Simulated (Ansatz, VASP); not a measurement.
Two plane-wave programs on W

Contents of INCAR:

```
SYSTEM = W
  PREC = Accurate
  ENCUT = 500
  EDIFF = 1E-6
  ISMEAR = 0
  SIGMA = 0.0066
  LREAL = .FALSE.
  LASPH = .TRUE.
  NELM = 120
  ALGO = Normal
  ISIF = 2
  LWAVE = .FALSE.
  LCHARG = .FALSE.
  GGA = B5
  ALDAX = 1.0
  AGGAX = 1.0
  AGGAC = 1.0
  ALDAC = 0.0
  NBANDS = 13
  GGA_COMPAT = .FALSE.
```

Contents of KPOINTS:

```
Automatic mesh
0
G
  6 6 6
  0 0 0
```

File POSCAR:

```
W
1.0
   -1.5851577801      1.5851577801      1.5851577801
    1.5851577801     -1.5851577801      1.5851577801
    1.5851577801      1.5851577801     -1.5851577801
W
1
Direct
    0.0000000000      0.0000000000      0.0000000000
```

Input for Ansatz:

```yaml
crystal:
  lattice:
    - [-1.5851577801, 1.5851577801, 1.5851577801]
    - [1.5851577801, -1.5851577801, 1.5851577801]
    - [1.5851577801, 1.5851577801, -1.5851577801]
  atoms:
    - { symbol: W, position: [0.0, 0.0, 0.0] }
basis:
  ecutwfc: 420
kpoints:
  mp_grid: { grid: [6, 6, 6] }
hamiltonian:
  xc: blyp
scf:
  occupations: { method: gaussian, width: 0.0066 }
  mixing: { ndim: 3, preconditioner: none }
  max_iter: 80
  convergence: { dr2_threshold: "1e-10 eV" }
output:
  forces: true
  stress: true
  eigenvalues: true
```

Alike in both runs: task single point; functional BLYP; k mesh 6 × 6 × 6; occupations gaussian, width 0.0066 eV; no spin polarisation.

```csv
,VASP,Ansatz
version,VASP 6.6.1,Ansatz 0.2.0
potentials or method,"VASP PAW PBE potentials, release 64 (W_sv), cutoff 500 eV","scalar-relativistic, plane waves, PAW"
valence electrons in the cell,14,14
```

Ansatz gave:

| Property | Result |
| --- | --- |
| pressure (GPa) | 12.5 |

Question: Estimate VASP's values.

Answer: Pressure (GPa): 14.4.

VASP's potentials were made for PBE, not for BLYP.

The k mesh is coarse, so the values compare programs but aren't converged. Neither program's run includes spin-orbit coupling.
